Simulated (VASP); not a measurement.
# Pt (P6_3/mmc) in VASP: settings compared, part 2 of 2

VASP 6.6.1.

## 6. Single point, LDA

This run uses another cell than the first one, of 15.18 Å³/atom, 0.923 times its volume.

Contents of INCAR:

```
SYSTEM = Pt
ALGO = Fast
EDIFF = 1E-7
ENCUT = 520
ISIF = 2
ISMEAR = -1
LASPH = .TRUE.
LCHARG = .FALSE.
LREAL = .FALSE.
LWAVE = .FALSE.
NBANDS = 17
NELM = 80
PREC = Accurate
SIGMA = 0.05
```

Contents of KPOINTS:

```
k-points
0
G
  11 11 6
  0 0 0
```

Contents of POSCAR:

```
Pt
1.0
    2.7233547499      0.0000000000      0.0000000000
   -1.3616773750      2.3584943969      0.0000000000
    0.0000000000      0.0000000000      4.7273674930
Pt
2
Direct
    0.3333333333      0.6666666667      0.2500000000
    0.6666666667      0.3333333333      0.7500000000
```

Potentials or basis: VASP PAW LDA potentials, release 64 (Pt).

Started as:

```console
$ cat potpaw_LDA.64/Pt/POTCAR > POTCAR
$ mpirun -np 1 vasp_std > vasp.out
```

OUTCAR:

```text
SYSTEM = Pt
   EDIFF = 1E-7
   ENCUT = 520
   ISIF = 2
   ISMEAR = -1
   LASPH = .TRUE.
   LREAL = .FALSE.
   NELM = 80
   PREC = Accurate

 ion  position               nearest neighbor table
   1  0.333  0.667  0.250-   2 2.84   2 2.84   2 2.84   2 2.84   2 2.84   2 2.84
   2  0.667  0.333  0.750-   1 2.84   1 2.84   1 2.84   1 2.84   1 2.84   1 2.84

  LATTYP: Found a hexagonal cell.
 ALAT       =     2.7233547499
 C/A-ratio  =     1.7358618054

  Lattice vectors:

 A1 = (   2.7233547499,   0.0000000000,   0.0000000000)
 A2 = (  -1.3616773750,   2.3584943969,   0.0000000000)
 A3 = (   0.0000000000,   0.0000000000,   4.7273674930)

Analysis of symmetry for initial positions (statically):
=====================================================================
 Subroutine PRICEL returns:
 Original cell was already a primitive cell.

 Routine SETGRP: Setting up the symmetry group for a
 hexagonal supercell.

 Subroutine GETGRP returns: Found 24 space group operations
 (whereof 12 operations were pure point group operations)
 out of a pool of 24 trial point group operations.

The static configuration has the point symmetry D_3d.
 The point group associated with its full space group is D_6h.

Analysis of symmetry for dynamics (positions and initial velocities):
=====================================================================
 Subroutine PRICEL returns:
 Original cell was already a primitive cell.

 Routine SETGRP: Setting up the symmetry group for a
 hexagonal supercell.

 Subroutine GETGRP returns: Found 24 space group operations
 (whereof 12 operations were pure point group operations)
 out of a pool of 24 trial point group operations.

The dynamic configuration has the point symmetry D_3d.
 The point group associated with its full space group is D_6h.

 Subroutine INISYM returns: Found 24 space group operations
[... 113 lines left out ...]
   EFERMI_NEDOS =   21; number of points for ismear=-14 and -15
   IALGO  =     68    algorithm
   IMIX   =      4    mixing-type and parameters
     AMIX     =   0.40;   BMIX     =  1.00
     AMIX_MAG =   1.60;   BMIX_MAG =  1.00
  volume/ion in A,a.u.               =      15.18       102.45
  Fermi-wavevector in a.u.,A,eV,Ry     =   1.424400  2.691726 27.605076  2.028916
  Thomas-Fermi vector in A             =   2.544895
   LORBIT       =      0    0 simple, 1 ext, 2 COOP (PROOUT), +10 PAW based schemes
   GGA     = CA    functional components
   LHFCALC =     F    Hartree Fock is set to
   AEXX    =    0.0000 exact exchange contribution
   IVDW    =     0    specifies the selected vdW correction
   LEPSILON=     F    determine dielectric tensor
   LRPA    =     F    only Hartree local field effects (RPA)
 non-spin polarized calculation
 RMM-DIIS sequential band-by-band and
  energy-cutoff  :      520.00
  volume of cell :       30.36
 maximum number of plane-waves:       833
   NGX = 11   NGY = 11   NGZ = 17

 number of electron      20.0000001 magnetization

 Free energy of the ion-electron system (eV)
  ---------------------------------------------------
  ext. energy  EPLUGINS =         0.00000000
  ---------------------------------------------------
  free energy    TOTEN  =       -14.87382672 eV

  energy without entropy =      -14.83909718  energy(sigma->0) =      -14.85646195

 E-fermi :  10.9812     XC(G=0): -13.6436

 val. band max:       10.9807649495   @ k =   0.2727   0.2727   0.5000
 cond. band min:      10.9816936960   @ k =   0.2727   0.0909   0.1667
 fundamental gap:      0.0009287466
 Fermi energy:        10.9812370898

 k-point     1 :       0.0000    0.0000    0.0000
  band No.  band energies     occupation
      1       0.8339      2.00000
      2       3.5030      2.00000
      3       6.7541      2.00000
      4       7.3231      2.00000
      5       7.3231      2.00000
      6       7.7153      2.00000
[... 457 lines left out ...]
      4       6.3387      2.00000
      5       6.9452      2.00000
      6       7.5499      2.00000
[... 9 lines left out ...]
     16      27.6199      0.00000
     17      28.5940      0.00000

 [... further k-points ...]

------------------------ aborting loop because EDIFF is reached ----------------------------------------

  FORCE on cell =-STRESS in cart. coord.  units (eV):
  Direction    XX          YY          ZZ          XY          YZ          ZX
  --------------------------------------------------------------------------------------
  -------------------------------------------------------------------------------------
  Total       -0.8123248     -0.8123248     -1.2926234      0.0000000      0.0000000      0.0000000
  in kB      -42.8629299    -42.8629299    -68.2062489      0.0000000      0.0000000      0.0000000
  external PRESSURE =     -51.3107029 kB  Pullay stress =       0.0000000 kB

 VOLUME and BASIS-vectors are now :
 -----------------------------------------------------------------------------
  energy-cutoff  :      520.00
  volume of cell :       30.36
      direct lattice vectors                 reciprocal lattice vectors
     2.723354750  0.000000000  0.000000000     0.367194175  0.211999656  0.000000000
    -1.361677375  2.358494397  0.000000000     0.000000000  0.423999311  0.000000000
     0.000000000  0.000000000  4.727367493     0.000000000  0.000000000  0.211534221

 POSITION                                       TOTAL-FORCE (eV/Angst)
 -----------------------------------------------------------------------------------
     -0.00000      1.57233      1.18184         0.000000      0.000000      0.000000
      1.36168      0.78616      3.54553        -0.000000     -0.000000      0.000000
 -----------------------------------------------------------------------------------
    total drift:                                0.000000     -0.000000      0.000000

  FREE ENERGIE OF THE ION-ELECTRON SYSTEM (eV)
  ---------------------------------------------------
  free  energy   TOTEN  =       -14.8738267248 eV

  energy  without entropy=      -14.8390971779  energy(sigma->0) =      -14.85646195
```

OSZICAR:

```text
N       E                     dE             d eps       ncg     rms          rms(c)
DAV:   1     0.997173806325E+02    0.99717E+02   -0.10481E+04  2176   0.113E+03
DAV:   2    -0.139044227628E+02   -0.11362E+03   -0.10776E+03  2327   0.247E+02
DAV:   3    -0.157386628740E+02   -0.18342E+01   -0.18063E+01  2664   0.313E+01
DAV:   4    -0.157479350302E+02   -0.92722E-02   -0.92704E-02  2604   0.230E+00
DAV:   5    -0.157480213767E+02   -0.86347E-04   -0.86346E-04  2725   0.231E-01    0.186E+01
RMM:   6    -0.149617329016E+02    0.78629E+00   -0.11231E+00  2182   0.784E+00    0.963E+00
RMM:   7    -0.148835803163E+02    0.78153E-01   -0.23458E-01  2251   0.357E+00    0.306E+00
RMM:   8    -0.148745257805E+02    0.90545E-02   -0.39559E-02  2257   0.157E+00    0.942E-01
RMM:   9    -0.148738033634E+02    0.72242E-03   -0.25851E-03  2414   0.381E-01    0.123E-01
RMM:  10    -0.148738364869E+02   -0.33124E-04   -0.35173E-04  2432   0.121E-01    0.124E-01
RMM:  11    -0.148738271934E+02    0.92936E-05   -0.42293E-05  2428   0.449E-02    0.251E-02
RMM:  12    -0.148738264012E+02    0.79219E-06   -0.10975E-05  2426   0.220E-02    0.244E-03
RMM:  13    -0.148738266867E+02   -0.28550E-06   -0.28033E-06  2386   0.984E-03    0.945E-04
RMM:  14    -0.148738267248E+02   -0.38084E-07   -0.50913E-07  1877   0.442E-03
   1 F= -.14873827E+02 E0= -.14856462E+02  d E =-.347295E-01
```

Wall time 12 s (1 thread of Intel Xeon 6975P-C (Granite Rapids), shared host); peak memory 0.14 GiB.

Results:

- Free energy: -14.8738 eV
- Pressure: -5.1 GPa
- Band gap on the k mesh: zero (band 10 reaches 11.42 eV, above the bottom of band 11 at 10.15 eV)

Levels at points of the mesh, in eV from the Fermi level:
| k point | band 6 | band 7 | band 8 | band 9 | band 10 | band 11 | band 12 | band 13 | band 14 | band 15 |
| --- | --- | --- | --- | --- | --- | --- | --- | --- | --- | --- |
| (0.00, 0.00, 0.00) | -3.27 | -3.27 | -1.92 | -1.92 | -0.91 | -0.22 | -0.22 | 4.92 | 15.05 | 15.64 |
| (0.00, 0.00, 0.50) | -3.65 | -3.65 | -3.65 | -0.83 | -0.83 | -0.83 | -0.83 | 12.18 | 12.18 | 15.51 |

Caveat: spin-orbit coupling is left out, which moves the levels of the heavy elements.

## 7. The runs side by side

```tsv
level	potentials or basis	cell	gap on the mesh (eV)	pressure (GPa)
r2SCAN	VASP PAW PBE potentials, release 64 (Pt)	a = 2.797, b = 2.797, c = 4.855 Å, angles 90.0, 90.0, 120.0°, 2 atoms	none	-13.9
r2SCAN	VASP PAW PBE potentials, release 64 (Pt)	a = 2.815, b = 2.815, c = 4.886 Å, angles 90.0, 90.0, 120.0°, 2 atoms	none	-17.3
LDA	VASP PAW LDA potentials, release 64 (Pt)	a = 2.704, b = 2.704, c = 4.694 Å, angles 90.0, 90.0, 120.0°, 2 atoms	none	1.0
LDA	VASP PAW LDA potentials, release 64 (Pt)	a = 2.723, b = 2.723, c = 4.727 Å, angles 90.0, 90.0, 120.0°, 2 atoms	none	-5.1
```

Alike in all rows: task single point; no spin polarisation; k mesh 11 × 11 × 6; cutoff (eV) 520; smearing fermi-dirac 0.05 eV.

Caveats: spin-orbit coupling is left out, which moves the levels of the heavy elements; the PAW data sets were made with another functional, which shifts forces and pressure a little (some runs).

Total energies depend on the potentials used, so only differences within one code and one set of settings carry meaning.
